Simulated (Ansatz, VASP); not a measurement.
AlN: VASP beside Ansatz

The input INCAR:

```
SYSTEM = AlN
ALGO = Normal
EDIFF = 1E-6
ENCUT = 520
GGA = PE
ISIF = 2
ISMEAR = 0
LASPH = .TRUE.
LCHARG = .FALSE.
LREAL = .FALSE.
LWAVE = .FALSE.
NBANDS = 26
NELM = 80
PREC = Accurate
SIGMA = 0.05
```

KPOINTS

```
k-points
0
G
  8 6 4
  0 0 0
```

File POSCAR:

```
AlN
1.0
   -3.3134793387      0.0000000000      0.0000000000
    0.0000000000      0.0000000000     -4.1875902400
    0.0000000000     -5.7391145645      0.0000000000
Al N
4 4
Direct
    0.5000000000      0.2115695089      0.1666666667
    0.0000000000      0.2115695089      0.6666666667
    0.0000000000      0.7115695089      0.3333333333
    0.5000000000      0.7115695089      0.8333333333
    0.5000000000      0.8240282554      0.1666666667
    0.0000000000      0.8240282554      0.6666666667
    0.0000000000      0.3240282554      0.3333333333
    0.5000000000      0.3240282554      0.8333333333
```

Input for Ansatz:

```yaml
crystal:
  lattice:
    - [-3.3134793387, 0.0, 0.0]
    - [0.0, 0.0, -4.18759024]
    - [0.0, -5.7391145645, 0.0]
  atoms:
    - { symbol: Al, position: [0.5, 0.2115695089, 0.1666666667] }
    - { symbol: Al, position: [0.0, 0.2115695089, 0.6666666667] }
    - { symbol: Al, position: [0.0, 0.7115695089, 0.3333333333] }
    - { symbol: Al, position: [0.5, 0.7115695089, 0.8333333333] }
    - { symbol: "N", position: [0.5, 0.8240282554, 0.1666666667] }
    - { symbol: "N", position: [0.0, 0.8240282554, 0.6666666667] }
    - { symbol: "N", position: [0.0, 0.3240282554, 0.3333333333] }
    - { symbol: "N", position: [0.5, 0.3240282554, 0.8333333333] }
basis:
  ecutwfc: 520.0
kpoints:
  mp_grid: { grid: [8, 6, 4] }
hamiltonian:
  xc: pbe
  pseudopotentials: { kind: paw, azcp: { folder: soft_1 } }
scf:
  occupations: { method: gaussian, width: 0.05 }
output:
  forces: true
  stress: true
  eigenvalues: true
```

Change from the starting cell: mode 4 frozen in at +0.000 Å and mode 5 at -0.310 Å (largest displacements).

Alike in both runs: task single point; functional PBE; k mesh 8 × 6 × 4; occupations gaussian, width 0.05 eV; no spin polarisation.

```csv
,VASP,Ansatz
version,VASP 6.6.1,Ansatz 0.2.0
potentials or method,"VASP PAW PBE potentials, release 64 (Al, N), cutoff 520 eV","scalar-relativistic, plane waves, PAW"
valence electrons in the cell,32,32
```

|  | VASP | Ansatz | Ansatz less VASP |
| --- | --- | --- | --- |
| gap on the k mesh at the Fermi level (eV) | 4.04 | 4.03 | -0.004 |
| least direct gap on the mesh (eV) | 4.04 | 4.03 | -0.002 |
| pressure (GPa) | 26.5 | 26.5 | +0.02 |
| traceless stress, the component that is largest in VASP (GPa) | 74.67 | 74.27 | -0.402 |
| rms of the force components (eV/Å) | 3.842 | 3.826 | -0.0160 |

Atom by atom the forces differ by 0.016 eV/Å (rms over components).
